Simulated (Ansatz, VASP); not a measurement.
# Two plane-wave programs on Hf2Sc3N

File INCAR:

```
SYSTEM = Hf2Sc3N
ALGO = Normal
EDIFF = 1E-6
ENCUT = 520
GGA = PE
ISIF = 2
ISMEAR = 0
LASPH = .TRUE.
LCHARG = .FALSE.
LREAL = .FALSE.
LWAVE = .FALSE.
NBANDS = 38
NELM = 100
PREC = Accurate
SIGMA = 0.1
```

File KPOINTS:

```
k-points
0
G
  4 4 4
  0 0 0
```

The input POSCAR:

```
Hf2Sc3N
1.0
    2.5849483100     -4.6521083000      0.0000000000
    2.5849483100      4.6521083000      0.0000000000
    0.0000000000      0.0000000000      4.2664763600
Hf Sc N
2 3 1
Direct
    0.5000000000      0.0000000000      0.5000000000
    0.0000000000      0.5000000000      0.5000000000
    0.6779564000      0.3220436000      0.0000000000
    0.3220436000      0.6779564000      0.0000000000
    0.5000000000      0.5000000000      0.5000000000
    0.0000000000      0.0000000000      0.0000000000
```

Input for Ansatz:

```yaml
crystal:
  lattice:
    - [2.58494831, -4.6521083, 0.0]
    - [2.58494831, 4.6521083, 0.0]
    - [0.0, 0.0, 4.26647636]
  atoms:
    - { symbol: Hf, position: [0.5, 0.0, 0.5] }
    - { symbol: Hf, position: [0.0, 0.5, 0.5] }
    - { symbol: Sc, position: [0.6779564, 0.3220436, 0.0] }
    - { symbol: Sc, position: [0.3220436, 0.6779564, 0.0] }
    - { symbol: Sc, position: [0.5, 0.5, 0.5] }
    - { symbol: "N", position: [0.0, 0.0, 0.0] }
basis:
  ecutwfc: 420
kpoints:
  mp_grid: { grid: [4, 4, 4] }
hamiltonian:
  xc: pbe
scf:
  occupations: { method: gaussian, width: 0.1 }
  lower_state_search: "off"
output:
  forces: true
  stress: true
  eigenvalues: true
```

Change from the starting cell: species swapped into the LaAl2Ag3 type (Cmmm, No. 65).

Alike in both runs: task single point; functional PBE; k mesh 4 × 4 × 4; occupations gaussian, width 0.1 eV; no spin polarisation.

|  | VASP | Ansatz |
| --- | --- | --- |
| version | VASP 6.6.1 | Ansatz 0.2.0 |
| potentials or method | VASP PAW PBE potentials, release 64 (Hf_pv, Sc_sv, N), cutoff 520 eV | scalar-relativistic, plane waves, PAW |
| valence electrons in the cell | 58 | 90 |

|  | VASP | Ansatz | Ansatz less VASP |
| --- | --- | --- | --- |
| gap on the k mesh at the Fermi level (eV) | none | none | - |
| rms of the force components (eV/Å) | 0.205 | 0.201 | -0.0044 |

Atom by atom the forces differ by 0.004 eV/Å (rms over components). A gap of «none» marks a metal or a gap that the smearing closes. VASP's potentials hold 58 valence electrons a cell and Ansatz's 90, so a difference there can come from the potentials and not from the codes.

The k mesh is coarse, so the values compare programs but aren't converged. Neither program's run includes spin-orbit coupling.
